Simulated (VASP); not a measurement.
# HgTe (Cmcm) in VASP: single point with LDA

Aim: the single point of HgTe with LDA.

Everything below comes from runs of VASP 6.6.1. Logs are shortened: lines on timing, memory, paths and dates and some standing lists are left out, and cuts for length are marked.

### Step 1. The cell of the first run

The structure is orthorhombic, space group Cmcm (No. 63). Conventional cell: a = 5.985 Å, b = 6.934 Å, c = 5.798 Å, α = 90.00°, β = 90.00°, γ = 90.00°. Hg (site symmetry m2m) has 6 Te at 3.02 to 3.87 Å and 2 Hg at 3.63 Å within 4.0 Å. Within 4.0 Å of Te (site symmetry m2m) lie 6 Hg at 3.02 to 3.87 Å.

### Step 2. Single point, LDA

Contents of INCAR:

```
SYSTEM = HgTe
ALGO = Normal
EDIFF = 1E-6
ENCUT = 500
GGA = CA
GGA_COMPAT = .False.
ISIF = 2
ISMEAR = 0
LASPH = .True.
LCHARG = .False.
LREAL = .False.
LWAVE = .False.
NBANDS = 26
NELM = 120
PREC = Accurate
SIGMA = 0.01
```

Contents of KPOINTS:

```
k-points
0
Gamma
  2 2 2
  0 0 0
```

Contents of POSCAR:

```
HgTe
1.0
    2.9925180000     -3.4669290000      0.0000000000
    2.9925180000      3.4669290000      0.0000000000
    0.0000000000      0.0000000000      5.7981570000
Hg Te
2 2
Direct
    0.3430500000      0.6569500000      0.7500000000
    0.6569500000      0.3430500000      0.2500000000
    0.7848090000      0.2151910000      0.7500000000
    0.2151910000      0.7848090000      0.2500000000
```

Potentials or basis: VASP PAW LDA potentials, release 64 (Hg, Te).

The run is started by

```
cat potpaw_LDA.64/Hg/POTCAR potpaw_LDA.64/Te/POTCAR > POTCAR
mpirun -np 1 vasp_std > vasp.out
```

OUTCAR:

```text
SYSTEM = HgTe
   EDIFF = 1E-6
   ENCUT = 500
   GGA = CA
   ISIF = 2
   ISMEAR = 0
   LASPH = .True.
   LREAL = .False.
   NELM = 120
   PREC = Accurate

 ion  position               nearest neighbor table
   1  0.343  0.657  0.750-   3 3.02   3 3.02   4 3.03   4 3.03   3 3.06   2 3.63   2 3.63
   2  0.657  0.343  0.250-   4 3.02   4 3.02   3 3.03   3 3.03   4 3.06   1 3.63   1 3.63
   3  0.785  0.215  0.750-   1 3.02   1 3.02   2 3.03   2 3.03   1 3.06
   4  0.215  0.785  0.250-   2 3.02   2 3.02   1 3.03   1 3.03   2 3.06

  LATTYP: Found a base centered orthorhombic cell.
 ALAT       =     5.9850360000
 B/A-ratio  =     1.1585323798
 C/A-ratio  =     0.9687756264

  Lattice vectors:

 A1 = (   2.9925180000,  -3.4669290000,   0.0000000000)
 A2 = (   2.9925180000,   3.4669290000,   0.0000000000)
 A3 = (   0.0000000000,   0.0000000000,   5.7981570000)

Analysis of symmetry for initial positions (statically):
=====================================================================
 Subroutine PRICEL returns:
 Original cell was already a primitive cell.

 Routine SETGRP: Setting up the symmetry group for a
 base centered orthorhombic supercell.

 Subroutine GETGRP returns: Found  8 space group operations
 (whereof  4 operations were pure point group operations)
 out of a pool of  8 trial point group operations.

The static configuration has the point symmetry C_2h.
 The point group associated with its full space group is D_2h.

Analysis of symmetry for dynamics (positions and initial velocities):
=====================================================================
 Subroutine PRICEL returns:
 Original cell was already a primitive cell.

 Routine SETGRP: Setting up the symmetry group for a
 base centered orthorhombic supercell.

 Subroutine GETGRP returns: Found  8 space group operations
 (whereof  4 operations were pure point group operations)
 out of a pool of  8 trial point group operations.

The dynamic configuration has the point symmetry C_2h.
 The point group associated with its full space group is D_2h.

 Subroutine INISYM returns: Found  8 space group operations
 (whereof  4 operations are pure point group operations),
 and found     1 'primitive' translations

----------------------------------------------------------------------------------------

                                     Primitive cell

  volume of cell :     120.3100

  direct lattice vectors                    reciprocal lattice vectors
     2.992518000 -3.466929000  0.000000000     0.167083373 -0.144219856  0.000000000
     2.992518000  3.466929000  0.000000000     0.167083373  0.144219856  0.000000000
[... 73 lines left out ...]
   NSW    =      0    number of steps for IOM
   IBRION =     -1    ionic relax: 0-MD 1-quasi-New 2-CG
   NFREE  =      0    steps in history (QN), initial steepest desc. (CG)
   ISIF   =      2    stress and relaxation
   ISYM   =      2    0-nonsym 1-usesym 2-fastsym
   POTIM  = 0.5000    time-step for ionic-motion
   TEBEG  =    0.0;   TEEND  =   0.0 temperature during run
   PSTRESS=    0.0 pullay stress
   NELECT =      36.0000    total number of electrons
   NUPDOWN=      -1.0000    fix difference up-down
   EMIN   =  10.00;   EMAX   =-10.00  energy-range for DOS
   EFERMI =   0.00;   METHOD = LEGACY
   ISMEAR =     0;   SIGMA  =   0.01  broadening in eV -4-tet -1-fermi 0-gaus
   EFERMI_NEDOS =   21; number of points for ismear=-14 and -15
   IALGO  =     38    algorithm
   IMIX   =      4    mixing-type and parameters
     AMIX     =   0.40;   BMIX     =  1.00
     AMIX_MAG =   1.60;   BMIX_MAG =  1.00
  volume/ion in A,a.u.               =      30.08       202.97
  Fermi-wavevector in a.u.,A,eV,Ry     =   1.094986  2.069223 16.313299  1.198994
  Thomas-Fermi vector in A             =   2.231301
   LORBIT       =      0    0 simple, 1 ext, 2 COOP (PROOUT), +10 PAW based schemes
   GGA     = CA    functional components
   LHFCALC =     F    Hartree Fock is set to
   AEXX    =    0.0000 exact exchange contribution
   IVDW    =     0    specifies the selected vdW correction
   LEPSILON=     F    determine dielectric tensor
   LRPA    =     F    only Hartree local field effects (RPA)
 non-spin polarized calculation
 Gauss-broadening in eV      SIGMA  =   0.01
  energy-cutoff  :      500.00
  volume of cell :      120.31
 maximum number of plane-waves:      3079
 NGX is ok and might be reduce to    36
   NGX = 17   NGY = 17   NGZ = 21

 number of electron      35.9999993 magnetization

 Free energy of the ion-electron system (eV)
  ---------------------------------------------------
  ext. energy  EPLUGINS =         0.00000000
  ---------------------------------------------------
  free energy    TOTEN  =        -9.68139117 eV

  energy without entropy =       -9.68139117  energy(sigma->0) =       -9.68139117

 E-fermi :   3.7493     XC(G=0):  -9.8495

 val. band max:        3.6662664106   @ k =   0.0000   0.0000   0.0000
 cond. band min:       3.8720003228   @ k =   0.5000   0.0000   0.5000
 fundamental gap:      0.2057339122
 Fermi energy:         3.7492764498

 k-point     1 :       0.0000    0.0000    0.0000
  band No.  band energies     occupation
      1      -8.1802      2.00000
      2      -7.0842      2.00000
      3      -3.1631      2.00000
      4      -3.0097      2.00000
      5      -2.9715      2.00000
      6      -2.9416      2.00000
[... 163 lines left out ...]
     25      10.7995      0.00000
     26      10.7995      0.00000

------------------------ aborting loop because EDIFF is reached ----------------------------------------

  FORCE on cell =-STRESS in cart. coord.  units (eV):
  Direction    XX          YY          ZZ          XY          YZ          ZX
  --------------------------------------------------------------------------------------
  -------------------------------------------------------------------------------------
  Total       -4.8336931     -0.0961439     -4.7978617      0.0000000      0.0000000      0.0000000
  in kB      -64.3706605     -1.2803557    -63.8934920      0.0000000      0.0000000      0.0000000
  external PRESSURE =     -43.1815027 kB  Pullay stress =       0.0000000 kB

 VOLUME and BASIS-vectors are now :
 -----------------------------------------------------------------------------
  energy-cutoff  :      500.00
  volume of cell :      120.31
      direct lattice vectors                 reciprocal lattice vectors
     2.992518000 -3.466929000  0.000000000     0.167083373 -0.144219856  0.000000000
     2.992518000  3.466929000  0.000000000     0.167083373  0.144219856  0.000000000
     0.000000000  0.000000000  5.798157000     0.000000000  0.000000000  0.172468596

 POSITION                                       TOTAL-FORCE (eV/Angst)
 -----------------------------------------------------------------------------------
      2.99252      1.08827      4.34862         0.000000      0.327232     -0.000000
      2.99252     -1.08827      1.44954         0.000000     -0.327232      0.000000
      2.99252     -1.97483      4.34862         0.000000      0.587861      0.000000
      2.99252      1.97483      1.44954         0.000000     -0.587861      0.000000
 -----------------------------------------------------------------------------------
    total drift:                               -0.000000      0.000000     -0.000000

  FREE ENERGIE OF THE ION-ELECTRON SYSTEM (eV)
  ---------------------------------------------------
  free  energy   TOTEN  =        -9.6813911689 eV

  energy  without entropy=       -9.6813911689  energy(sigma->0) =       -9.68139117
```

OSZICAR:

```text
N       E                     dE             d eps       ncg     rms          rms(c)
DAV:   1     0.223844799452E+03    0.22384E+03   -0.15533E+04   312   0.118E+03
DAV:   2     0.426145554533E+00   -0.22342E+03   -0.21397E+03   348   0.279E+02
DAV:   3    -0.998858383853E+01   -0.10415E+02   -0.10334E+02   350   0.600E+01
DAV:   4    -0.101051859145E+02   -0.11660E+00   -0.11650E+00   400   0.591E+00
DAV:   5    -0.101062362465E+02   -0.10503E-02   -0.10503E-02   344   0.552E-01    0.101E+01
DAV:   6    -0.970935411242E+01    0.39688E+00   -0.94815E-01   336   0.943E+00    0.761E+00
DAV:   7    -0.968642654416E+01    0.22928E-01   -0.19257E-01   334   0.225E+00    0.243E+00
DAV:   8    -0.968189423189E+01    0.45323E-02   -0.18964E-02   326   0.125E+00    0.556E-01
DAV:   9    -0.968140031375E+01    0.49392E-03   -0.22808E-03   346   0.371E-01    0.716E-02
DAV:  10    -0.968139075327E+01    0.95605E-05   -0.13789E-04   324   0.108E-01    0.439E-02
DAV:  11    -0.968139527366E+01   -0.45204E-05   -0.49853E-05   344   0.514E-02    0.287E-02
DAV:  12    -0.968139102680E+01    0.42469E-05   -0.16594E-05   312   0.378E-02    0.130E-02
DAV:  13    -0.968139116894E+01   -0.14214E-06   -0.15193E-06   232   0.538E-03
   1 F= -.96813912E+01 E0= -.96813912E+01  d E =-.836662E-33
```

Wall time 28 s (1 thread of Intel Xeon 8259CL, shared host); peak memory 0.19 GiB.

Results:

```
Free energy            : -9.6814 eV
Pressure               : -4.3 GPa
Largest force          : 0.588 eV/Å
Band gap on the k mesh : zero (bands 18 and 19 overlap by 1.94 eV)
```

Forces on the atoms (eV/Å):
```
Hg   0.000  0.327  0.000
Hg   0.000 -0.327  0.000
Te   0.000  0.588  0.000
Te   0.000 -0.588  0.000
```

Caveat: the k points lie up to 0.69 Å⁻¹ apart, too coarse for converged energies and pressures of a metal; spin-orbit coupling is left out, which moves the levels of the heavy elements.

The gap in the log of VASP goes by the Fermi energy; the results here count the filled bands.